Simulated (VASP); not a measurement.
Crystal: Co.

```xyz
1
Lattice="0.0000 1.8074 1.8074 1.8074 0.0000 1.8074 1.8074 1.8074 0.0000" Properties=species:S:1:pos:R:3 pbc="T T T"
Co    0.0000    0.0000    0.0000
```

Base run:

* Program: VASP 6.6.1
* Functional: PBE
* Potentials or basis: VASP PAW PBE potentials, release 64 (Co)
* Cutoff: 520 eV
* k mesh: 15 × 15 × 15
* Occupations: fermi-dirac, width 0.1 eV
* Spin: collinear spin, ferromagnetic start
* Starting moments: [0.3] μB

Its results: pressure -24.3 GPa.

After a change of settings the same cell gave: pressure -13.9 GPa; site moments Co +1.73 μB. Which change was it?
A. moments at the start from [0.3] to [1.7]; fixed moment from none to 1.7 μB
B. moments at the start from [0.3] to [2.12]; fixed moment from none to 2.12 μB
C. moments at the start from [0.3] to [2.97]; fixed moment from none to 2.97 μB
D. moments at the start from [0.3] to [0.85]; fixed moment from none to 0.85 μB

A.

Caveats: the total moment is fixed, so each spin has its own Fermi level (some runs).
